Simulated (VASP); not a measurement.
**NaF: density of states with LDA**

Crystal: NaF.

```
Na F
1.0
     0.00000    2.35050    2.35050
     2.35050    0.00000    2.35050
     2.35050    2.35050    0.00000
Na F
1 1
Direct
  0.50000 0.50000 0.50000
  0.00000 0.00000 0.00000
```

| Item | Value |
| --- | --- |
| Program | VASP 6.6.1 |
| Task | density of states |
| Functional | LDA |
| Potentials or basis | VASP PAW LDA potentials, release 64 (Na_pv, F) |
| Cutoff | 520 eV |
| k mesh | 8 × 8 × 8 |
| Occupations | gaussian, width 0.02 eV |
| Spin | no spin polarisation |
| Dipole correction | no |
| k mesh for the DOS | 12 × 12 × 12 |
| Occupations for the DOS | tetrahedron |
| Further INCAR settings | ALGO = Normal; EDIFF = 1e-07 |

* Valence electrons inside the program's atomic spheres: Na 6.04; F 6.06

Levels at points of the mesh, in eV from the valence-band top:
| k point | band 4 | band 5 | band 6 | band 7 | band 8 | band 9 | band 10 | band 11 |
| --- | --- | --- | --- | --- | --- | --- | --- | --- |
| (0.00, 0.00, 0.00) | -18.69 | 0.00 | 0.00 | 0.00 | 5.74 | 18.24 | 18.24 | 18.24 |
| (0.50, 0.00, 0.00) | -17.91 | -1.57 | -0.24 | -0.24 | 10.13 | 11.74 | 19.21 | 19.21 |
| (0.50, 0.50, 0.00) | -18.44 | -1.26 | -0.40 | -0.40 | 12.41 | 12.70 | 12.83 | 18.78 |

It took 13 s on 1 thread of Intel(R) Xeon(R) 6975P-C (Granite Rapids) (shared host), peak memory 0.14 GiB.
